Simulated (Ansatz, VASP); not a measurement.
**Si2Mo in VASP and in Ansatz**

```
Si Mo
1.0
    -1.60000    1.60000    3.93050
     1.60000   -1.60000    3.93050
     1.60000    1.60000   -3.93050
Si Mo
2 1
Direct
  0.33300 0.33300 0.00000
  0.66700 0.66700 0.00000
  0.00000 0.00000 0.00000
```

Alike in both runs: task single point; functional PBE; k mesh 13 × 13 × 13; occupations fermi-dirac, width 0.15 eV; no spin polarisation.

|  | VASP | Ansatz |
| --- | --- | --- |
| version | VASP 6.6.1 | Ansatz 0.2.0 |
| potentials or method | VASP PAW PBE potentials, release 64 (Si, Mo_sv), cutoff 520 eV | plane waves, PAW |
| valence electrons in the cell | 22 | 22 |

|  | VASP | Ansatz | Ansatz less VASP |
| --- | --- | --- | --- |
| pressure (GPa) | 2.5 | 2.4 | -0.17 |
| traceless stress, the component that is largest in VASP (GPa) | -0.59 | -0.59 | +0.004 |
